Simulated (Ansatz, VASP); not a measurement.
**Two plane-wave programs on Se**

```xyz
1
Lattice="0.0000 2.3671 2.3671 2.3671 0.0000 2.3671 2.3671 2.3671 0.0000" Properties=species:S:1:pos:R:3 pbc="T T T"
Se    0.0000    0.0000    0.0000
```

Alike in both runs: task single point; functional r2SCAN; k mesh 12 × 12 × 12; occupations fermi-dirac, width 0.0538 eV; no spin polarisation.

|  | VASP | Ansatz |
| --- | --- | --- |
| version | VASP 6.6.1 | Ansatz 0.2.0 |
| potentials or method | VASP PAW PBE potentials, release 64 (Se), cutoff 550 eV | PAW plane waves |
| valence electrons in the cell | 6 | 16 |

VASP gave:

* pressure (GPa): -10.2

Task: What did Ansatz give for the same quantities?

Result: Pressure (GPa): -10.1.

VASP's potentials were made for PBE, not for r2SCAN. The functional is the same, so the differences come from potentials, cutoffs and numerics. VASP's potentials hold 6 valence electrons a cell and Ansatz's 16, so a difference there can come from the potentials and not from the codes.
